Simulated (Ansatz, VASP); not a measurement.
**ZnO in VASP and in Ansatz**

```
Zn O
1.0
     3.25000    0.00000    0.00000
    -1.62500    2.81458    0.00000
     0.00000    0.00000    5.20500
Zn O
2 2
Cartesian
  0.0000 1.8764 0.0000
  1.6250 0.9382 2.6025
  0.0000 1.8764 1.9883
  1.6250 0.9382 4.5908
```

Alike in both runs: task single point; functional LDA; k mesh 6 × 6 × 4; occupations gaussian, width 0.1 eV; no spin polarisation.

|  | VASP | Ansatz |
| --- | --- | --- |
| version | VASP 6.6.1 | Ansatz 0.2.0 |
| potentials or method | VASP PAW LDA potentials, release 64 (Zn, O_h), cutoff 1340 eV | scalar-relativistic, plane waves, PAW |
| valence electrons in the cell | 36 | 36 |

Ansatz gave:

```
gap on the k mesh at the Fermi level (eV)                     : 0.73
least direct gap on the mesh (eV)                             : 0.73
pressure (GPa)                                                : -7.1
traceless stress, the component that is largest in VASP (GPa) : 0.43
rms of the force components (eV/Å)                            : 0.021
```

Problem. What did VASP give for the same quantities?

Solution. gap on the k mesh at the Fermi level (eV): 0.74; least direct gap on the mesh (eV): 0.74; pressure (GPa): -6.2; traceless stress, the component that is largest in VASP (GPa): 0.40; rms of the force components (eV/Å): 0.022.

Ansatz warns that its potentials were made for another functional, while VASP's fit it. LDA's correlation is that of Perdew and Zunger in VASP and of Perdew and Wang (1992) in Ansatz. Atom by atom the forces differ by 0.001 eV/Å (rms over components).
